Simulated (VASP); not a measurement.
Te3Ru: relaxation of cell and atoms with PBE

Crystal: Te3Ru.

```
Te Ru
1.0
     4.43326    0.00000    0.00000
     0.00000    4.43326    0.00000
     0.00000    0.00000    6.26277
Te Ru
3 1
Direct
  0.50000 0.50000 0.17730
  0.50000 0.50000 0.82270
  0.00000 0.00000 0.00000
  0.50000 0.50000 0.50000
```

The cell was generated, and may not be a known phase.

```json
{
  "Program": "VASP 6.6.1",
  "Task": "relaxation of cell and atoms",
  "Functional": "PBE",
  "Potentials or basis": "VASP PAW PBE potentials, release 64 (Te, Ru_pv)",
  "Cutoff": "600 eV",
  "k mesh": "4 × 4 × 4",
  "Occupations": "gaussian, width 0.1 eV",
  "Spin": "no spin polarisation",
  "Dipole correction": "no",
  "Further INCAR settings": "ALGO = Normal; EDIFF = 1e-06; IBRION = 2; EDIFFG = -0.04; NSW = 90; ISIF = 3"
}
```

```
Relaxed volume                        : 26.49 Å³/atom
Relaxed cell                          : a = 3.159 Å, b = 3.159 Å, c = 10.619 Å, α = 90.00°, β = 90.00°, γ = 90.00°
Space group after relaxing (to 0.1 Å) : P4/mmm (No. 123)
Energy gained by relaxing             : 2526.6 meV/atom
Ionic steps                           : 38
Pressure after relaxing               : -0.1 GPa
Largest force after relaxing          : 0.016 eV/Å
Band gap on the k mesh                : zero (bands 16 and 17 overlap by 2.49 eV)
```

Forces in eV/Å, atoms in the order of the input:
```
Te   0.000  0.000  0.016
Te   0.000  0.000 -0.016
Te   0.000  0.000  0.000
Ru   0.000  0.000  0.000
```

Stress tensor (GPa, compression positive):
```
 0.02  0.00  0.00
 0.00  0.02  0.00
 0.00  0.00 -0.20
```

Step by step:
```csv
step,energy change (eV),largest force (eV/Å),pressure (GPa),volume (Å³)
1,0.0000,1.5360,39.70,123.09
2,-0.3833,0.6354,-8.76,263.66
3,-6.4417,1.9570,-6.00,176.82
4,-6.8927,2.3630,-5.44,170.60
5,-6.9553,3.7258,3.50,146.34
6,-7.2818,3.2103,-2.84,159.86
7,-7.3072,3.4148,-1.75,156.65
8,-8.0553,0.8018,-2.55,150.08
9,-8.2304,0.1761,-2.44,146.35
10,-8.2776,2.3651,0.62,138.84
11,-8.3123,0.9883,-1.00,142.79
12,-8.8093,0.2560,-3.94,134.14
13,-8.8762,0.6571,-4.64,131.01
14,-9.2325,0.7420,0.98,110.34
15,-9.2349,0.7278,1.82,108.33
16,-9.3128,0.6113,3.19,103.81
17,-9.5839,1.1681,6.63,96.48
18,-8.3381,0.0028,29.26,81.15
19,-9.6336,0.6280,9.82,92.68
20,-9.6863,0.5865,9.86,92.41
21,-9.6865,0.5836,9.90,92.40
22,-9.7183,0.6041,9.27,92.92
23,-9.8024,0.6641,7.50,94.48
24,-9.9238,0.7774,4.31,97.66
25,-10.0043,0.9863,-0.67,104.24
26,-10.0050,0.9704,-0.34,103.70
27,-10.0210,0.8734,-0.21,103.90
28,-10.0527,0.5531,-0.06,104.52
29,-10.0343,0.2329,0.78,105.73
30,-10.0592,0.3223,0.11,104.91
31,-10.0683,0.2800,0.03,105.11
32,-10.0872,0.1765,-0.15,105.68
33,-10.1037,0.0407,-0.49,106.81
34,-10.1041,0.0140,-0.58,107.03
35,-10.1060,0.0685,0.10,105.88
36,-10.1061,0.0592,0.10,106.00
37,-10.1061,0.0527,0.02,106.09
38,-10.1064,0.0156,-0.06,105.94
```

Final structure:
```cif
data_structure
_symmetry_space_group_name_H-M 'P 1'
_symmetry_Int_Tables_number 1
_cell_length_a 3.1586
_cell_length_b 3.1586
_cell_length_c 10.6191
_cell_angle_alpha 90.000
_cell_angle_beta 90.000
_cell_angle_gamma 90.000
_cell_volume 105.94
loop_
_atom_site_label
_atom_site_type_symbol
_atom_site_fract_x
_atom_site_fract_y
_atom_site_fract_z
_atom_site_occupancy
Te1 Te 0.50000 0.50000 0.26355 1
Te2 Te 0.50000 0.50000 0.73645 1
Te3 Te 0.00000 0.00000 0.00000 1
Ru1 Ru 0.50000 0.50000 0.50000 1
```

Levels at points of the mesh, in eV from the Fermi level:
```tsv
k point	band 14	band 15	band 16	band 17	band 18	band 19
(0.00, 0.00, 0.00)	0.52	1.59	1.59	2.78	2.78	3.23
(0.50, 0.00, 0.00)	-0.55	-0.28	0.05	1.88	2.01	4.04
(0.50, 0.50, 0.00)	-1.98	-0.83	-0.83	-0.42	-0.16	1.19
(0.00, 0.00, 0.50)	0.52	1.94	1.94	2.11	2.11	3.61
(0.50, 0.00, 0.50)	-0.61	-0.55	-0.28	1.63	2.55	3.59
(0.50, 0.50, 0.50)	-1.99	-0.57	-0.57	-0.55	-0.39	1.19
```

Run time: 20 min on 1 thread of Intel(R) Xeon(R) Platinum 8488C (Sapphire Rapids), on a shared host, peak memory 0.27 GiB.

Caveat: a cell axis changed by over 15 % at a fixed basis, so the end point is rough; spin-orbit coupling is left out, which moves the levels of the heavy elements.
